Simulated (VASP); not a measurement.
The system is Ru2F.

```
Ru F
1.0
     3.94763    0.00000    0.00000
    -1.97381    3.41875    0.00000
     0.00000    0.00000    2.79126
Ru F
2 1
Direct
  0.33333 0.66667 0.50000
  0.66667 0.33333 0.50000
  0.00000 0.00000 0.00000
```

The cell was generated, and may not be a known phase.

* Program: VASP 6.6.1
* Task: relaxation of cell and atoms
* Functional: PBE
* Potentials or basis: VASP PAW PBE potentials, release 64 (Ru_pv, F)
* Cutoff: 600 eV
* k mesh: 6 × 6 × 6
* Occupations: gaussian, width 0.1 eV
* Spin: collinear spin, ferromagnetic start
* Starting moments: [1.0, 1.0, 0.0] μB

At the start: pressure 22.8 GPa; volume 12.56 Å³/atom.

**Question.** Where does the relaxation end?

**Answer.** Over 15 steps the energy falls by 162.0 meV/atom and the volume is 13.27 Å³/atom (+5.7 %); space group P6/mmm (No. 191, to 0.1 Å) before and after; moment 0.00 μB per cell.

The path:
```
step  energy change (eV)  largest force (eV/Å)  pressure (GPa)  volume (Å³)
   1              0.0000                0.0000           22.82        37.67
   2              0.1984                0.0000          -21.75        48.15
   3             -0.3222                0.0000           -3.24        41.83
   4             -0.3228                0.0000           -2.54        41.67
   5             -0.3971                0.0000           -1.85        40.99
   6             -0.4572                0.0000            5.46        38.75
   7             -0.4723                0.0000            0.67        39.85
   8             -0.4771                0.0000            1.55        39.59
   9             -0.4798                0.0000            3.17        39.19
  10             -0.4803                0.0000            2.52        39.35
  11             -0.4804                0.0000            2.77        39.28
  12             -0.4608                0.0000           -3.56        40.55
  13             -0.4854                0.0000            0.65        39.67
  14             -0.4856                0.0000           -0.44        39.91
  15             -0.4859                0.0000            0.02        39.81
```

Final structure:
```
Ru F
1.0
     4.26544    0.00000    0.00000
    -2.13272    3.69398    0.00000
     0.00000    0.00000    2.52638
Ru F
2 1
Direct
  0.33333 0.66667 0.50000
  0.66667 0.33333 0.50000
  0.00000 0.00000 0.00000
```

Caveat: the k points lie up to 0.41 Å⁻¹ apart in the final cell.
